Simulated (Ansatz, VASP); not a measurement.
## One calculation of Ti, two programs

INCAR

```
SYSTEM = Ti
ALGO = Fast ; EDIFF = 1E-6
ENCUT = 520 ; GGA = PE
ISIF = 2 ; ISMEAR = 0
LASPH = .True. ; LCHARG = .False.
LREAL = .False. ; LWAVE = .False.
NBANDS = 12 ; NELM = 100
PREC = Accurate ; SIGMA = 0.15
```

File KPOINTS:

```
k-points
0
Gamma
  26 26 26
  0 0 0
```

The input POSCAR:

```
Ti
1.0
   -1.4649774872      1.6277527636      1.6277527636
    1.4649774872     -1.6277527636      1.6277527636
    1.4649774872      1.6277527636     -1.6277527636
Ti
1
Direct
    0.0000000000      0.0000000000      0.0000000000
```

Input for Ansatz:

```yaml
crystal:
  lattice:
    - [-1.4649774872, 1.6277527636, 1.6277527636]
    - [1.4649774872, -1.6277527636, 1.6277527636]
    - [1.4649774872, 1.6277527636, -1.6277527636]
  atoms:
    - { symbol: Ti, position: [0.0, 0.0, 0.0] }
basis:
  ecutwfc: 420
kpoints:
  mp_grid: { grid: [26, 26, 26] }
hamiltonian:
  xc: pbe
scf:
  occupations: { method: gaussian, width: 0.15 }
output:
  forces: true
  stress: true
  eigenvalues: true
```

Change from the starting cell: strain -0.1000 x Voigt [1, 0, 0, 0, 0, 0], atoms carried along.

Alike in both runs: task single point; functional PBE; k mesh 26 × 26 × 26; occupations gaussian, width 0.15 eV; no spin polarisation.

```csv
,VASP,Ansatz
version,VASP 6.6.1,Ansatz 0.2.0
potentials or method,"VASP PAW PBE potentials, release 64 (Ti_sv), cutoff 520 eV","scalar-relativistic, plane waves, PAW"
valence electrons in the cell,12,12
```

```csv
,VASP,Ansatz,Ansatz less VASP
gap on the k mesh at the Fermi level (eV),none,none,-
pressure (GPa),13.1,13.5,+0.48
"traceless stress, the component that is largest in VASP (GPa)",-1.59,-1.55,+0.034
```

A gap of «none» marks a metal or a gap that the smearing closes.
